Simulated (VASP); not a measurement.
# EuS (Fm-3m) in VASP: single point with PBE+U

Aim: the single point of EuS with PBE+U.

Program: VASP 6.6.1. These are calculated values, not measurements. Logs are shortened: lines on timing, memory, paths and dates and some standing lists are left out, and cuts for length are marked.

### 1 The cell of the first run

The structure is cubic, space group Fm-3m (No. 225). The conventional cell has a = 5.957 Å, b = 5.957 Å, c = 5.957 Å, α = 90.00°, β = 90.00°, γ = 90.00°. Within 3.9 Å of Eu (site symmetry m-3m) lie 6 S at 2.98 Å. Within 3.9 Å of S (site symmetry m-3m) lie 6 Eu at 2.98 Å.

### 2 Single point, PBE+U, collinear spin, antiferromagnetic start

INCAR

```
ALGO = Normal
EDIFF = 1E-6
ENCUT = 600
GGA = PE
GGA_COMPAT = False
ISIF = 2
ISMEAR = 0
ISPIN = 2
LASPH = True
LCHARG = False
LDAU = True
LDAUJ = 0.7 0
LDAUL = 3 -1
LDAUPRINT = 1
LDAUTYPE = 1
LDAUU = 4 0
LMAXMIX = 6
LORBIT = 11
LREAL = False
LWAVE = False
MAGMOM = 7 -7 0 0
NBANDS = 35
NELM = 200
PREC = Accurate
SIGMA = 0.05
```

KPOINTS

```
k-points
0
Gamma
  6 6 6
```

POSCAR

```
EuS
1.0
    0.0000000000      2.9785018700      2.9785018700
    5.9570037400      2.9785018700      2.9785018700
    5.9570037400      5.9570037400      0.0000000000
Eu S
2 2
Direct
    0.5000000000      0.5000000000      0.0000000000
    0.5000000000      0.5000000000      0.5000000000
    0.0000000000      0.0000000000      0.0000000000
    0.0000000000      0.0000000000      0.5000000000
```

Potentials or basis: VASP PAW PBE potentials, release 64 (Eu, S).

Run with:

```
cat potpaw_PBE.64/Eu/POTCAR potpaw_PBE.64/S/POTCAR > POTCAR
mpirun -np 1 vasp_std > vasp.out
```

OUTCAR:

```text
EDIFF = 1E-6
   ENCUT = 600
   GGA = PE
   ISIF = 2
   ISMEAR = 0
   ISPIN = 2
   LASPH = True
   LORBIT = 11
   LREAL = False
   NELM = 200
   PREC = Accurate

 ion  position               nearest neighbor table
   1  0.500  0.500  0.000-   4 2.98   3 2.98   4 2.98   3 2.98   4 2.98   4 2.98
   2  0.500  0.500  0.500-   3 2.98   3 2.98   4 2.98   4 2.98   3 2.98   3 2.98
   3  0.000  0.000  0.000-   2 2.98   1 2.98   2 2.98   1 2.98   2 2.98   2 2.98
   4  0.000  0.000  0.500-   1 2.98   1 2.98   2 2.98   2 2.98   1 2.98   1 2.98

  LATTYP: Found a simple tetragonal cell.
 ALAT       =     4.2122377401
 C/A-ratio  =     1.4142135624

  Lattice vectors:

 A1 = (   0.0000000000,  -2.9785018700,   2.9785018700)
 A2 = (   0.0000000000,  -2.9785018700,  -2.9785018700)
 A3 = (   5.9570037400,   0.0000000000,   0.0000000000)

Analysis of symmetry for initial positions (statically):
=====================================================================
 Subroutine PRICEL returns following result:

  LATTYP: Found a face centered cubic cell.
 ALAT       =     5.9570037400
[... 12 lines left out ...]
 Subroutine GETGRP returns: Found 16 space group operations
 (whereof 16 operations were pure point group operations)
 out of a pool of 16 trial point group operations.

The static configuration has the point symmetry D_4h.

Analysis of symmetry for dynamics (positions and initial velocities):
=====================================================================
 Subroutine PRICEL returns following result:

  LATTYP: Found a face centered cubic cell.
 ALAT       =     5.9570037400
[... 12 lines left out ...]
 Subroutine GETGRP returns: Found 16 space group operations
 (whereof 16 operations were pure point group operations)
 out of a pool of 16 trial point group operations.

The dynamic configuration has the point symmetry D_4h.

Analysis of structural, dynamic, and magnetic symmetry:
=====================================================================
 Subroutine PRICEL returns following result:

  LATTYP: Found a face centered cubic cell.
 ALAT       =     5.9570037400
[... 12 lines left out ...]
 Subroutine GETGRP returns: Found 16 space group operations
 (whereof 16 operations were pure point group operations)
 out of a pool of 16 trial point group operations.

The overall configuration has the point symmetry D_4h.

 Subroutine INISYM returns: Found 16 space group operations
 (whereof 16 operations are pure point group operations),
 and found     2 'primitive' translations

----------------------------------------------------------------------------------------

                                     Primitive cell

  volume of cell :      52.8474

  direct lattice vectors                    reciprocal lattice vectors
    -2.978501870  2.978501870 -0.000000000    -0.167869628  0.167869628 -0.167869628
    -2.978501870  0.000000000  2.978501870    -0.167869628 -0.167869628  0.167869628
     0.000000000  2.978501870  2.978501870     0.167869628  0.167869628  0.167869628

  length of vectors
     4.212237740  4.212237740  4.212237740     0.290758724  0.290758724  0.290758724

[... 174 lines left out ...]
  0.0010 -0.0000  0.0017  0.0000  0.0000  0.0000  0.0000
  0.0000  0.0000  0.0000  0.0030  0.0000  0.0000 -0.0000
 -0.0000 -0.0000  0.0000  0.0000  0.0016 -0.0000 -0.0010
 -0.0000 -0.0000  0.0000  0.0000 -0.0000  0.0008 -0.0000
  0.0000 -0.0000  0.0000 -0.0000 -0.0010 -0.0000  0.0022

spin component  2

  0.9682 -0.0000 -0.0036 -0.0000 -0.0000 -0.0000  0.0000
 -0.0000  0.9684 -0.0000 -0.0000 -0.0000  0.0000  0.0000
 -0.0036 -0.0000  0.9669 -0.0000  0.0000  0.0000  0.0000
 -0.0000 -0.0000 -0.0000  0.9642 -0.0000 -0.0015 -0.0000
 -0.0000 -0.0000  0.0000 -0.0000  0.9699 -0.0000  0.0017
 -0.0000  0.0000  0.0000 -0.0015 -0.0000  0.9709 -0.0000
  0.0000  0.0000  0.0000 -0.0000  0.0017 -0.0000  0.9690

 occupancies and eigenvectors

  o =  0.0001  v =  0.0000 -1.0000 -0.0000 -0.0000 -0.0000 -0.0000 -0.0000  0.0000  0.0000  0.0000  0.0000  0.0000  0.0000  0.0000      0.0000  0.0000  0.0000  0.0000  0.0000  0.0000  0.0000  0.0000  0.0000  0.0000  0.0000  0.0000  0.0000  0.0000
  o =  0.0008  v =  0.6151  0.0000 -0.7884 -0.0000  0.0000  0.0105  0.0000  0.0000  0.0000  0.0000  0.0000  0.0000  0.0000  0.0000      0.0000  0.0000  0.0000  0.0000  0.0000  0.0000  0.0000  0.0000  0.0000  0.0000  0.0000  0.0000  0.0000  0.0000
  o =  0.0008  v =  0.0065  0.0000 -0.0083  0.0035 -0.0000 -0.9999 -0.0000  0.0000  0.0000  0.0000  0.0000  0.0000  0.0000  0.0000      0.0000  0.0000  0.0000  0.0000  0.0000  0.0000  0.0000  0.0000  0.0000  0.0000  0.0000  0.0000  0.0000  0.0000
  o =  0.0009  v = -0.0000 -0.0000  0.0000 -0.0000  0.7906 -0.0000  0.6124  0.0000  0.0000  0.0000  0.0000  0.0000  0.0000  0.0000      0.0000  0.0000  0.0000  0.0000  0.0000  0.0000  0.0000  0.0000  0.0000  0.0000  0.0000  0.0000  0.0000  0.0000
  o =  0.0029  v =  0.0000  0.0000  0.0000 -0.0000  0.6124 -0.0000 -0.7906  0.0000  0.0000  0.0000  0.0000  0.0000  0.0000  0.0000      0.0000  0.0000  0.0000  0.0000  0.0000  0.0000  0.0000  0.0000  0.0000  0.0000  0.0000  0.0000  0.0000  0.0000
  o =  0.0030  v =  0.0013  0.0000  0.0010 -1.0000 -0.0000 -0.0035  0.0000  0.0000  0.0000  0.0000  0.0000  0.0000  0.0000  0.0000      0.0000  0.0000  0.0000  0.0000  0.0000  0.0000  0.0000  0.0000  0.0000  0.0000  0.0000  0.0000  0.0000  0.0000
  o =  0.0030  v = -0.7884  0.0000 -0.6151 -0.0016  0.0000 -0.0000 -0.0000  0.0000  0.0000  0.0000  0.0000  0.0000  0.0000  0.0000      0.0000  0.0000  0.0000  0.0000  0.0000  0.0000  0.0000  0.0000  0.0000  0.0000  0.0000  0.0000  0.0000  0.0000
  o =  0.9638  v =  0.0000  0.0000  0.0000  0.0000  0.0000  0.0000  0.0000  0.6410  0.0000  0.7676  0.0000  0.0000  0.0000 -0.0000      0.0000  0.0000  0.0000  0.0000  0.0000  0.0000  0.0000  0.0000  0.0000  0.0000  0.0000  0.0000  0.0000  0.0000
  o =  0.9638  v =  0.0000  0.0000  0.0000  0.0000  0.0000  0.0000  0.0000  0.0000  0.0000  0.0000 -0.9768  0.0000 -0.2143  0.0000      0.0000  0.0000  0.0000  0.0000  0.0000  0.0000  0.0000  0.0000  0.0000  0.0000  0.0000  0.0000  0.0000  0.0000
  o =  0.9677  v =  0.0000  0.0000  0.0000  0.0000  0.0000  0.0000  0.0000  0.0000  0.0000 -0.0000 -0.0000  0.6124  0.0000 -0.7906      0.0000  0.0000  0.0000  0.0000  0.0000  0.0000  0.0000  0.0000  0.0000  0.0000  0.0000  0.0000  0.0000  0.0000
  o =  0.9684  v =  0.0000  0.0000  0.0000  0.0000  0.0000  0.0000  0.0000  0.0000  1.0000 -0.0000  0.0000 -0.0000  0.0000  0.0000      0.0000  0.0000  0.0000  0.0000  0.0000  0.0000  0.0000  0.0000  0.0000  0.0000  0.0000  0.0000  0.0000  0.0000
  o =  0.9712  v =  0.0000  0.0000  0.0000  0.0000  0.0000  0.0000  0.0000  0.0000  0.0000  0.0000  0.2143  0.0000 -0.9768 -0.0000      0.0000  0.0000  0.0000  0.0000  0.0000  0.0000  0.0000  0.0000  0.0000  0.0000  0.0000  0.0000  0.0000  0.0000
  o =  0.9712  v =  0.0000  0.0000  0.0000  0.0000  0.0000  0.0000  0.0000 -0.7676  0.0000  0.6410  0.0000  0.0000  0.0000 -0.0000      0.0000  0.0000  0.0000  0.0000  0.0000  0.0000  0.0000  0.0000  0.0000  0.0000  0.0000  0.0000  0.0000  0.0000
  o =  0.9713  v =  0.0000  0.0000  0.0000  0.0000  0.0000  0.0000  0.0000  0.0000 -0.0000 -0.0000  0.0000  0.7906 -0.0000  0.6124      0.0000  0.0000  0.0000  0.0000  0.0000  0.0000  0.0000  0.0000  0.0000  0.0000  0.0000  0.0000  0.0000  0.0000

 number of electron      46.0000000 magnetization       0.0000000

 Free energy of the ion-electron system (eV)
  ---------------------------------------------------
  ext. energy  EPLUGINS =         0.00000000
  ---------------------------------------------------
  free energy    TOTEN  =       -38.80587550 eV

  energy without entropy =      -38.80509508  energy(sigma->0) =      -38.80548529

 E-fermi :   3.8267     XC(G=0):  -9.5805

 val. band max:        3.7948740870   @ k =   0.0000   0.0000   0.0000
 cond. band min:       3.8327475641   @ k =   0.0000   0.0000   0.0000
 fundamental gap:      0.0378734772
 Fermi energy:         3.8266933446

 spin component 1

 k-point     1 :       0.0000    0.0000    0.0000
  band No.  band energies     occupation
      1     -36.6248      1.00000
      2     -33.5056      1.00000
      3     -15.5919      1.00000
      4     -15.5161      1.00000
      5     -15.5161      1.00000
      6     -13.3639      1.00000
[... 1817 lines left out ...]
     34      10.4521      0.00000
     35      10.6642      0.00000

 [... further k-points ...]

------------------------ aborting loop because EDIFF is reached ----------------------------------------

  FORCE on cell =-STRESS in cart. coord.  units (eV):
  Direction    XX          YY          ZZ          XY          YZ          ZX
  --------------------------------------------------------------------------------------
  -------------------------------------------------------------------------------------
  Total        0.0517724     -0.0488131     -0.0488131      0.0000000      0.0000000      0.0000000
  in kB        0.7847928     -0.7399352     -0.7399352      0.0000000      0.0000000      0.0000000
  external PRESSURE =      -0.2316926 kB  Pullay stress =       0.0000000 kB

 VOLUME and BASIS-vectors are now :
 -----------------------------------------------------------------------------
  energy-cutoff  :      600.00
  volume of cell :      105.69
      direct lattice vectors                 reciprocal lattice vectors
     0.000000000  2.978501870  2.978501870    -0.167869628  0.167869628  0.167869628
     5.957003740  2.978501870  2.978501870     0.167869628 -0.167869628  0.167869628
     5.957003740  5.957003740  0.000000000     0.000000000  0.167869628 -0.167869628

 POSITION                                       TOTAL-FORCE (eV/Angst)
 -----------------------------------------------------------------------------------
      2.97850      2.97850      2.97850         0.000000     -0.000000      0.000000
      5.95700      5.95700      2.97850        -0.000000     -0.000000     -0.000000
      0.00000      0.00000      0.00000        -0.000000      0.000000      0.000000
      2.97850      2.97850      0.00000        -0.000000      0.000000      0.000000
 -----------------------------------------------------------------------------------
    total drift:                                0.000000      0.000000      0.000000

  FREE ENERGIE OF THE ION-ELECTRON SYSTEM (eV)
  ---------------------------------------------------
  free  energy   TOTEN  =       -38.8058754992 eV

  energy  without entropy=      -38.8050950762  energy(sigma->0) =      -38.80548529

 total charge

# of ion       s       p       d       f       tot
--------------------------------------------------
    1        2.029   5.779   0.256   6.781  14.845
    2        2.029   5.779   0.256   6.781  14.845
    3        1.316   2.444   0.000   0.000   3.761
    4        1.316   2.444   0.000   0.000   3.761
--------------------------------------------------
tot          6.690  16.448   0.512  13.563  37.212

 magnetization (x)

# of ion       s       p       d       f       tot
--------------------------------------------------
    1       -0.015  -0.117   0.040   6.759   6.667
    2        0.015   0.117  -0.040  -6.759  -6.667
    3        0.002   0.021   0.000   0.000   0.023
    4       -0.002  -0.021   0.000   0.000  -0.023
--------------------------------------------------
tot          0.000   0.000  -0.000   0.000  -0.000
```

Wall time 8.3 min (1 thread of Intel Xeon 6975P-C (Granite Rapids), shared host); peak memory 0.65 GiB.

What came out:

```
Free energy                                           : -38.8059 eV
Pressure                                              : 0.0 GPa
Band gap on the k mesh                                : 0.04 eV
Net moment                                            : 0.00 μB per cell
Site moments                                          : Eu +6.67, -6.67; S +0.02, -0.02 μB
Valence electrons inside the program's atomic spheres : Eu 14.85; S 3.76
```

Levels at points of the mesh, in eV from the valence-band top:
Spin up:
```tsv
k point	band 20	band 21	band 22	band 23	band 24	band 25	band 26	band 27
(0.00, 0.00, 0.00)	-0.26	-0.09	0.00	0.00	0.04	1.64	2.03	2.03
(0.50, 0.00, 0.00)	-0.33	-0.32	-0.30	-0.29	3.51	3.62	4.00	4.11
(0.50, 0.50, 0.00)	-0.22	-0.20	-0.20	-0.17	0.06	0.06	3.82	3.98
(0.00, 0.00, 0.50)	-0.30	-0.28	-0.27	-0.25	2.65	3.28	3.31	3.42
(0.50, 0.00, 0.50)	-0.33	-0.29	-0.29	-0.25	2.35	2.35	3.04	3.04
(0.00, 0.50, 0.50)	-0.33	-0.27	-0.05	-0.05	0.58	1.21	2.66	3.12
```
Spin down:
| k point | band 21 | band 22 | band 23 | band 24 | band 25 | band 26 |
| --- | --- | --- | --- | --- | --- | --- |
| (0.00, 0.00, 0.00) | -0.09 | 0.00 | 0.00 | 0.04 | 1.64 | 2.03 |
| (0.50, 0.00, 0.00) | -0.32 | -0.30 | -0.29 | 3.51 | 3.62 | 4.00 |
| (0.50, 0.50, 0.00) | -0.20 | -0.20 | -0.17 | 0.06 | 0.06 | 3.82 |
| (0.00, 0.00, 0.50) | -0.28 | -0.27 | -0.25 | 2.65 | 3.28 | 3.31 |
| (0.50, 0.00, 0.50) | -0.29 | -0.29 | -0.25 | 2.35 | 2.35 | 3.04 |
| (0.00, 0.50, 0.50) | -0.27 | -0.05 | -0.05 | 0.58 | 1.21 | 2.66 |

Eigenvalues of the final occupation matrices:
```csv
site,spin,trace,eigenvalues
site 1 f,1,6.78,0.96 0.96 0.97 0.97 0.97 0.97 0.97
site 1 f,2,0.01,0.00 0.00 0.00 0.00 0.00 0.00 0.00
site 2 f,1,0.01,0.00 0.00 0.00 0.00 0.00 0.00 0.00
site 2 f,2,6.78,0.96 0.96 0.97 0.97 0.97 0.97 0.97
```

Caveat: the antiferromagnetic order is the one typed at the start, and another may lie lower; semilocal functionals underestimate gaps, and a narrow one can read as zero; spin-orbit coupling is left out, which moves the levels of the heavy elements.
